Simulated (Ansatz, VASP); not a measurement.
# Cu in VASP and in Ansatz

INCAR

```
PREC = Accurate
ENCUT = 600
EDIFF = 1E-6
ISMEAR = 0
SIGMA = 0.1
LREAL = False
LASPH = True
NELM = 120
ALGO = Normal
ISIF = 2
LWAVE = False
LCHARG = True
GGA = PS
LELF = True
LVHAR = True
NBANDS = 18
GGA_COMPAT = False
```

The input KPOINTS:

```
regular mesh
0
Gamma
  6 6 4
```

POSCAR

```
Cu
1.0
    2.5340966698      0.0000000000      0.0000000000
   -1.2670483349      2.1945920917      0.0000000000
    0.0000000000      0.0000000000      4.1125710000
Cu
2
Direct
    0.3333333333      0.6666666667      0.2500000000
    0.6666666667      0.3333333333      0.7500000000
```

Input for Ansatz:

```yaml
crystal:
  lattice:
    - [2.5340966698, 0.0, 0.0]
    - [-1.2670483349, 2.1945920917, 0.0]
    - [0.0, 0.0, 4.112571]
  atoms:
    - { symbol: Cu, position: [0.3333333333, 0.6666666667, 0.25] }
    - { symbol: Cu, position: [0.6666666667, 0.3333333333, 0.75] }
basis:
  ecutwfc: 420
kpoints:
  mp_grid: { grid: [6, 6, 4] }
hamiltonian:
  xc: pbesol
scf:
  occupations: { method: gaussian, width: 0.1 }
  max_iter: 95
output:
  forces: true
  stress: true
  eigenvalues: true
```

Alike in both runs: task single point; functional PBEsol; k mesh 6 × 6 × 4; occupations gaussian, width 0.1 eV; no spin polarisation.

```csv
,VASP,Ansatz
version,VASP 6.6.1,Ansatz 0.2.0
potentials or method,"VASP PAW PBE potentials, release 64 (Cu), cutoff 600 eV","scalar-relativistic, plane waves, PAW"
valence electrons in the cell,22,38
```

|  | VASP | Ansatz | Ansatz less VASP |
| --- | --- | --- | --- |
| gap on the k mesh at the Fermi level (eV) | none | none | - |
| pressure (GPa) | -0.4 | -1.1 | -0.76 |
| traceless stress, the component that is largest in VASP (GPa) | -1.22 | -1.20 | +0.028 |

VASP's potentials were made for PBE, not for PBEsol. A gap of «none» marks a metal or a gap that the smearing closes. With one functional, cell and mesh, what is left measures potentials, basis and numerics. VASP's potentials hold 22 valence electrons a cell and Ansatz's 38, so a difference there can come from the potentials and not from the codes.

The k mesh is coarse, so the values compare programs but aren't converged.
